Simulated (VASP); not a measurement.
Runs of VASP 6.6.1 on Pd. The structure is that of space group P6/mmm (No. 191), or close to it. The cells are those of the table. 

```tsv
task	cell	k mesh	gap on the mesh (eV)	pressure (GPa)
single point	a = 4.621, b = 4.621, c = 2.833 Å, angles 90.0, 90.0, 120.0°, 3 atoms	6 × 6 × 6	none	(a)
relaxation of cell and atoms	relaxed from a = 4.621, b = 4.621, c = 2.833 Å, angles 90.0, 90.0, 120.0°, 3 atoms	6 × 6 × 6	none	0.0
single point	a = 4.471, b = 4.471, c = 2.645 Å, angles 90.0, 90.0, 120.0°, 3 atoms	12 × 12 × 18	none	0.5
single point	a = 4.453, b = 4.453, c = 2.667 Å, angles 90.0, 90.0, 120.0°, 3 atoms	6 × 6 × 6	none	0.4
```

Alike in all rows: level r2SCAN; potentials or basis VASP PAW PBE potentials, release 64 (Pd); no spin polarisation; cutoff (eV) 550; smearing gaussian 0.1 eV.

Task: Estimate the missing entries.

Result: (a) -16.0.

Caveats: some runs use coarse meshes; the PAW data sets were made with another functional, which shifts forces and pressure a little.

A k mesh can miss the band edges, and the runs leave out spin-orbit coupling on Pd.

A gap of «none» marks levels without a gap at the run's occupations.
